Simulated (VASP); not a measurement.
Wanted: the native input for a VASP 6.6.1 run.

```yaml
Task: single point
Functional: r2SCAN
Potentials_or_basis: VASP PAW PBE potentials, release 64 (Si, C)
Cutoff: 660 eV
k_mesh: 9 × 9 × 9
Occupations: gaussian, width 0.01 eV
Spin: no spin polarisation
Dipole_correction: no
Further_INCAR_settings: ALGO = Normal; EDIFF = 1e-06; NBANDS = 11
```

The system is SiC.

```
Si C
1.0
     0.00000    2.17700    2.17700
     2.17700    0.00000    2.17700
     2.17700    2.17700    0.00000
Si C
1 1
Cartesian
  1.0885 1.0885 1.0885
  0.0000 0.0000 0.0000
```

One way to write it, as run:

POSCAR

```
SiC
1.0
    0.0000000000      2.1769970000      2.1769970000
    2.1769970000      0.0000000000      2.1769970000
    2.1769970000      2.1769970000      0.0000000000
Si C
1 1
Direct
    0.2500000000      0.2500000000      0.2500000000
    0.0000000000      0.0000000000      0.0000000000
```

INCAR.step1

```
PREC = Accurate
ENCUT = 660
ISMEAR = 0
SIGMA = 0.01
LREAL = False
LASPH = True
NELM = 120
NBANDS = 11
GGA = PE
ALGO = Normal
EDIFF = 1E-5
LWAVE = True
LCHARG = False
GGA_COMPAT = False
```

INCAR.step2

```
PREC = Accurate
ENCUT = 660
EDIFF = 1E-6
ISMEAR = 0
SIGMA = 0.01
LREAL = False
LASPH = True
NELM = 120
ALGO = Normal
ISIF = 2
LWAVE = False
LCHARG = False
METAGGA = R2SCAN
LMIXTAU = True
NBANDS = 11
ISTART = 1
GGA_COMPAT = False
```

KPOINTS

```
regular mesh
0
Gamma
  9 9 9
```

Potentials or basis: VASP PAW PBE potentials, release 64 (Si, C).

Command:

```bash
$ cat potpaw_PBE.64/Si/POTCAR potpaw_PBE.64/C/POTCAR > POTCAR
$ cp INCAR.step1 INCAR
$ mpirun -np 1 vasp_std > vasp.out
$ cp INCAR.step2 INCAR
$ mpirun -np 1 vasp_std > vasp.out
```

Results of the run:

```json
{
 "Pressure": "0.0 GPa",
 "Band gap on the k mesh": "1.88 eV, indirect (least direct gap 5.15 eV)"
}
```

Caveat: the PAW data sets were made with another functional, which shifts forces and pressure a little.

It used 42 s of CPU time on 1 thread of AMD EPYC 9R45 (Zen 5) (shared host).
